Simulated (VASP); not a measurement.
# RbSr3 (Pm-3m) in VASP: single point with LDA

Aim: the single point of RbSr3 with LDA.

All numbers are computed with VASP 6.6.1; they aren't measurements. Logs are shortened: lines on timing, memory, paths and dates and some standing lists are left out, and cuts for length are marked.

## Step 1: The cell of the first run

The structure is cubic, space group Pm-3m (No. 221). The conventional cell has a = 5.986 Å, b = 5.986 Å, c = 5.986 Å, α = 90.00°, β = 90.00°, γ = 90.00°. Rb (site symmetry m-3m) has 12 Sr at 4.23 Å within 5.6 Å. Sr (site symmetry 4/mmm) has 4 Rb at 4.23 Å and 8 Sr at 4.23 Å within 5.6 Å.

## Step 2: Single point, LDA

INCAR

```
SYSTEM = RbSr3
ALGO = Normal
EDIFF = 1E-7
ENCUT = 520
GGA = CA
ISIF = 2
ISMEAR = 0
LASPH = .TRUE.
LCHARG = .TRUE.
LELF = .TRUE.
LREAL = .FALSE.
LVHAR = .TRUE.
LWAVE = .FALSE.
NBANDS = 28
NELM = 100
PREC = Accurate
SIGMA = 0.1
```

KPOINTS

```
k-points
0
G
  8 8 8
  0 0 0
```

POSCAR

```
RbSr3
1.0
    5.9858554515      0.0000000000      0.0000000000
    0.0000000000      5.9858554515      0.0000000000
    0.0000000000      0.0000000000      5.9858554515
Rb Sr
1 3
Direct
    0.0000000000      0.0000000000      0.0000000000
    0.0000000000      0.5000000000      0.5000000000
    0.5000000000      0.0000000000      0.5000000000
    0.5000000000      0.5000000000      0.0000000000
```

Potentials or basis: VASP PAW LDA potentials, release 64 (Rb_sv, Sr_sv).

Run with:

```
cat potpaw_LDA.64/Rb_sv/POTCAR potpaw_LDA.64/Sr_sv/POTCAR > POTCAR
mpirun -np 1 vasp_std > vasp.out
```

OUTCAR:

```text
SYSTEM = RbSr3
   EDIFF = 1E-7
   ENCUT = 520
   GGA = CA
   ISIF = 2
   ISMEAR = 0
   LASPH = .TRUE.
   LREAL = .FALSE.
   NELM = 100
   PREC = Accurate

 ion  position               nearest neighbor table
   1  0.000  0.000  0.000-   2 4.23   3 4.23   4 4.23   2 4.23   3 4.23   2 4.23   4 4.23   2 4.23
                             3 4.23   4 4.23   3 4.23   4 4.23
   2  0.000  0.500  0.500-   1 4.23   3 4.23   4 4.23   1 4.23   4 4.23   1 4.23   3 4.23   1 4.23
                             3 4.23   4 4.23   4 4.23   3 4.23
   3  0.500  0.000  0.500-   1 4.23   2 4.23   4 4.23   1 4.23   4 4.23   2 4.23   4 4.23   4 4.23
                             1 4.23   2 4.23   1 4.23   2 4.23
   4  0.500  0.500  0.000-   1 4.23   2 4.23   3 4.23   2 4.23   3 4.23   1 4.23   3 4.23   3 4.23
                             1 4.23   2 4.23   2 4.23   1 4.23

  LATTYP: Found a simple cubic cell.
 ALAT       =     5.9858554515

  Lattice vectors:

 A1 = (   5.9858554515,   0.0000000000,   0.0000000000)
 A2 = (   0.0000000000,   5.9858554515,   0.0000000000)
 A3 = (   0.0000000000,   0.0000000000,   5.9858554515)

Analysis of symmetry for initial positions (statically):
=====================================================================
 Subroutine PRICEL returns:
 Original cell was already a primitive cell.

 Routine SETGRP: Setting up the symmetry group for a
 simple cubic supercell.

 Subroutine GETGRP returns: Found 48 space group operations
 (whereof 48 operations were pure point group operations)
 out of a pool of 48 trial point group operations.

The static configuration has the point symmetry O_h .

Analysis of symmetry for dynamics (positions and initial velocities):
=====================================================================
 Subroutine PRICEL returns:
 Original cell was already a primitive cell.

 Routine SETGRP: Setting up the symmetry group for a
 simple cubic supercell.

 Subroutine GETGRP returns: Found 48 space group operations
 (whereof 48 operations were pure point group operations)
 out of a pool of 48 trial point group operations.

The dynamic configuration has the point symmetry O_h .

 Subroutine INISYM returns: Found 48 space group operations
 (whereof 48 operations are pure point group operations),
 and found     1 'primitive' translations

----------------------------------------------------------------------------------------
[... 96 lines left out ...]
   NELM   =    100;   NELMIN=  2; NELMDL= -5     # of ELM steps
   EDIFF  = 0.1E-06   stopping-criterion for ELM
   LREAL  =      F    real-space projection
   EDIFFG = 0.1E-05   stopping-criterion for IOM
   NSW    =      0    number of steps for IOM
   IBRION =     -1    ionic relax: 0-MD 1-quasi-New 2-CG
   NFREE  =      0    steps in history (QN), initial steepest desc. (CG)
   ISIF   =      2    stress and relaxation
   ISYM   =      2    0-nonsym 1-usesym 2-fastsym
   POTIM  = 0.5000    time-step for ionic-motion
   TEBEG  =    0.0;   TEEND  =   0.0 temperature during run
   PSTRESS=    0.0 pullay stress
   NELECT =      39.0000    total number of electrons
   NUPDOWN=      -1.0000    fix difference up-down
   EMIN   =  10.00;   EMAX   =-10.00  energy-range for DOS
   EFERMI =   0.00;   METHOD = LEGACY
   ISMEAR =     0;   SIGMA  =   0.10  broadening in eV -4-tet -1-fermi 0-gaus
   EFERMI_NEDOS =   21; number of points for ismear=-14 and -15
   IALGO  =     38    algorithm
   IMIX   =      4    mixing-type and parameters
     AMIX     =   0.40;   BMIX     =  1.00
     AMIX_MAG =   1.60;   BMIX_MAG =  1.00
  volume/ion in A,a.u.               =      53.62       361.84
  Fermi-wavevector in a.u.,A,eV,Ry     =   0.927478  1.752679 11.703934  0.860215
  Thomas-Fermi vector in A             =   2.053552
   LORBIT       =      0    0 simple, 1 ext, 2 COOP (PROOUT), +10 PAW based schemes
   GGA     = CA    functional components
   LHFCALC =     F    Hartree Fock is set to
   AEXX    =    0.0000 exact exchange contribution
   IVDW    =     0    specifies the selected vdW correction
   LEPSILON=     F    determine dielectric tensor
   LRPA    =     F    only Hartree local field effects (RPA)
 non-spin polarized calculation
 Gauss-broadening in eV      SIGMA  =   0.10
  energy-cutoff  :      520.00
  volume of cell :      214.48
 maximum number of plane-waves:      5832
 NGX is ok and might be reduce to    48
   NGX = 23   NGY = 23   NGZ = 23

 number of electron      39.0000001 magnetization

 Free energy of the ion-electron system (eV)
  ---------------------------------------------------
  ext. energy  EPLUGINS =         0.00000000
  ---------------------------------------------------
  free energy    TOTEN  =        -6.25894934 eV

  energy without entropy =       -6.24338196  energy(sigma->0) =       -6.25116565

 E-fermi :   1.3734     XC(G=0):  -7.5370

 val. band max:        1.3489614644   @ k =   0.3750   0.1250   0.0000
 cond. band min:       1.3877468917   @ k =   0.3750   0.1250   0.1250
 fundamental gap:      0.0387854273
 Fermi energy:         1.3733712400

 k-point     1 :       0.0000    0.0000    0.0000
  band No.  band energies     occupation
      1     -35.1865      2.00000
      2     -35.1703      2.00000
      3     -35.1703      2.00000
      4     -26.4695      2.00000
      5     -17.3366      2.00000
      6     -17.3366      2.00000
[... 733 lines left out ...]
     27       3.2005      0.00000
     28       3.5121      0.00000

 [... further k-points ...]

------------------------ aborting loop because EDIFF is reached ----------------------------------------

  FORCE on cell =-STRESS in cart. coord.  units (eV):
  Direction    XX          YY          ZZ          XY          YZ          ZX
  --------------------------------------------------------------------------------------
  -------------------------------------------------------------------------------------
  Total       -0.0393306     -0.0393306     -0.0393306     -0.0000000      0.0000000     -0.0000000
  in kB       -0.2938069     -0.2938069     -0.2938069     -0.0000000      0.0000000     -0.0000000
  external PRESSURE =      -0.2938069 kB  Pullay stress =       0.0000000 kB

 VOLUME and BASIS-vectors are now :
 -----------------------------------------------------------------------------
  energy-cutoff  :      520.00
  volume of cell :      214.48
      direct lattice vectors                 reciprocal lattice vectors
     5.985855451  0.000000000  0.000000000     0.167060499  0.000000000  0.000000000
     0.000000000  5.985855451  0.000000000     0.000000000  0.167060499  0.000000000
     0.000000000  0.000000000  5.985855451     0.000000000  0.000000000  0.167060499

 POSITION                                       TOTAL-FORCE (eV/Angst)
 -----------------------------------------------------------------------------------
      0.00000      0.00000      0.00000         0.000000      0.000000      0.000000
      0.00000      2.99293      2.99293         0.000000      0.000000      0.000000
      2.99293      0.00000      2.99293         0.000000      0.000000      0.000000
      2.99293      2.99293      0.00000         0.000000      0.000000      0.000000
 -----------------------------------------------------------------------------------
    total drift:                                0.000000     -0.000000     -0.000000

  FREE ENERGIE OF THE ION-ELECTRON SYSTEM (eV)
  ---------------------------------------------------
  free  energy   TOTEN  =        -6.2589493415 eV

  energy  without entropy=       -6.2433819647  energy(sigma->0) =       -6.25116565
```

OSZICAR:

```text
N       E                     dE             d eps       ncg     rms          rms(c)
DAV:   1     0.251830949935E+03    0.25183E+03   -0.17341E+04  1960   0.117E+03
DAV:   2     0.161362845785E+02   -0.23569E+03   -0.23200E+03  2388   0.274E+02
DAV:   3    -0.505034270466E+01   -0.21187E+02   -0.20985E+02  3096   0.607E+01
DAV:   4    -0.622817487680E+01   -0.11778E+01   -0.11745E+01  2808   0.131E+01
DAV:   5    -0.628613692361E+01   -0.57962E-01   -0.57940E-01  2852   0.238E+00    0.185E+01
DAV:   6    -0.626594642062E+01    0.20191E-01   -0.55182E-02  2604   0.134E+00    0.104E+01
DAV:   7    -0.625910892464E+01    0.68375E-02   -0.56727E-02  2804   0.147E+00    0.551E-01
DAV:   8    -0.625885895838E+01    0.24997E-03   -0.64793E-03  2960   0.304E-01    0.130E-01
DAV:   9    -0.625893576515E+01   -0.76807E-04   -0.51249E-04  2656   0.533E-02    0.574E-02
DAV:  10    -0.625894905437E+01   -0.13289E-04   -0.29736E-05  2444   0.339E-02    0.195E-02
DAV:  11    -0.625894924605E+01   -0.19168E-06   -0.23231E-06  2832   0.636E-03    0.420E-03
DAV:  12    -0.625894934150E+01   -0.95442E-07   -0.26874E-07  1916   0.189E-03
   1 F= -.62589493E+01 E0= -.62511657E+01  d E =-.155674E-01
```

Run time: 88 s. Hardware: 1 thread of Intel Xeon 6975P-C (Granite Rapids), shared host; peak memory 0.36 GiB.

Results:

| Quantity | Value |
| --- | --- |
| Free energy | -6.2589 eV |
| Pressure | 0.0 GPa |
| Band gap on the k mesh | zero (an odd number of electrons rules out a gap without spin polarisation) |

The gap in the log of VASP goes by the Fermi energy; the results here count the filled bands.